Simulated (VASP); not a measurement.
Here is a VASP 6.6.1 calculation.

INCAR

```
SYSTEM = Hf
PREC = Accurate
ENCUT = 520
EDIFF = 1E-7
ISMEAR = -1
SIGMA = 0.05
LREAL = .FALSE.
LASPH = .TRUE.
NELM = 60
ALGO = Normal
ISIF = 2
LWAVE = .FALSE.
LCHARG = .FALSE.
GGA = PE
NBANDS = 11
```

The input KPOINTS:

```
Automatic mesh
0
G
  17 17 17
  0 0 0
```

The input POSCAR:

```
Hf
1.0
   -1.5567661789      1.5567661789      1.5567661789
    1.5567661789     -1.5567661789      1.5567661789
    1.5567661789      1.5567661789     -1.5567661789
Hf
1
Direct
    0.0000000000      0.0000000000      0.0000000000
```

Potentials or basis: VASP PAW PBE potentials, release 64 (Hf_pv).

Command:

```sh
$ cat potpaw_PBE.64/Hf_pv/POTCAR > POTCAR
$ mpirun -np 1 vasp_std > vasp.out
```

Problem. Predict the band gap on the k mesh.

Solution. Zero (band 5 reaches 9.29 eV, above the bottom of band 6 at 6.43 eV).

Problem. Predict the pressure.

Solution. 73.3 GPa.

Caveat: spin-orbit coupling is left out, which moves the levels of the heavy elements.
